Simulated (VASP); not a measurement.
Write the native input for VASP 6.6.1 that does the following.

| Property | Result |
| --- | --- |
| Task | relaxation of cell and atoms |
| Functional | r2SCAN |
| Potentials or basis | VASP PAW PBE potentials, release 64 (B, As, Ga_d) |
| Cutoff | 600 eV |
| k mesh | 4 × 4 × 4 |
| Occupations | fermi-dirac, width 0.02 eV |
| Spin | no spin polarisation |
| Dipole correction | no |
| Further INCAR settings | ALGO = Normal; EDIFF = 1e-06; IBRION = 2; EDIFFG = -0.005; NSW = 80; ISIF = 3 |

Crystal: Ga3BAs4.

```
B As Ga
1.0
     5.51105    0.00000    0.00000
     0.00000    5.51105    0.00000
     0.00000    0.00000    5.51105
B As Ga
1 4 3
Cartesian
  0.0000 0.0000 0.0000
  1.2545 1.2545 1.2545
  4.2565 4.2565 1.2545
  4.2565 1.2545 4.2565
  1.2545 4.2565 4.2565
  2.7555 2.7555 0.0000
  2.7555 0.0000 2.7555
  0.0000 2.7555 2.7555
```

The input as run:

POSCAR

```
Ga3BAs4
1.0
    5.5110537556      0.0000000000      0.0000000000
    0.0000000000      5.5110537556      0.0000000000
    0.0000000000      0.0000000000      5.5110537556
B As Ga
1 4 3
Direct
    0.0000000000      0.0000000000      0.0000000000
    0.2276394539      0.2276394539      0.2276394539
    0.7723605461      0.7723605461      0.2276394539
    0.7723605461      0.2276394539      0.7723605461
    0.2276394539      0.7723605461      0.7723605461
    0.5000000000      0.5000000000      0.0000000000
    0.5000000000      0.0000000000      0.5000000000
    0.0000000000      0.5000000000      0.5000000000
```

INCAR.step1

```
ALGO = Normal ; EDIFF = 1E-4
ENCUT = 600 ; GGA = PE
ISMEAR = -1 ; LASPH = True
LCHARG = False ; LREAL = False
LWAVE = True ; NELM = 100
PREC = Accurate ; SIGMA = 0.02
```

INCAR.step2

```
ALGO = Normal ; EDIFF = 1E-6
EDIFFG = -0.005 ; ENCUT = 600
IBRION = 2 ; ISIF = 3
ISMEAR = -1 ; ISTART = 1
LASPH = True ; LCHARG = False
LMIXTAU = True ; LREAL = False
LWAVE = False ; METAGGA = R2SCAN
NELM = 100 ; NSW = 80
PREC = Accurate ; SIGMA = 0.02
```

KPOINTS

```
k-points
0
Gamma
  4 4 4
```

Potentials or basis: VASP PAW PBE potentials, release 64 (B, As, Ga_d).

Launch:

```sh
$ cat potpaw_PBE.64/B/POTCAR potpaw_PBE.64/As/POTCAR potpaw_PBE.64/Ga_d/POTCAR > POTCAR
$ cp INCAR.step1 INCAR
$ mpirun -np 1 vasp_std > vasp.out
$ cp INCAR.step2 INCAR
$ mpirun -np 1 vasp_std > vasp.out
```

Results of the run:

```
Relaxed volume                        : 20.26 Å³/atom
Relaxed cell                          : a = 5.453 Å, b = 5.453 Å, c = 5.453 Å, α = 90.00°, β = 90.00°, γ = 90.00°
Space group after relaxing (to 0.1 Å) : P-43m (No. 215)
Energy gained by relaxing             : 6.2 meV/atom
Ionic steps                           : 8
Pressure after relaxing               : 0.0 GPa
Band gap on the k mesh                : 0.80 eV (least direct gap 1.18 eV)
```

Caveat: semilocal functionals underestimate gaps, and a narrow one can read as zero; the PAW data sets were made with another functional, which shifts forces and pressure a little.

It took 58 min on 1 thread of AMD EPYC 7R43 64-Core Processor (Zen 3), on a shared host, peak memory 0.37 GiB.
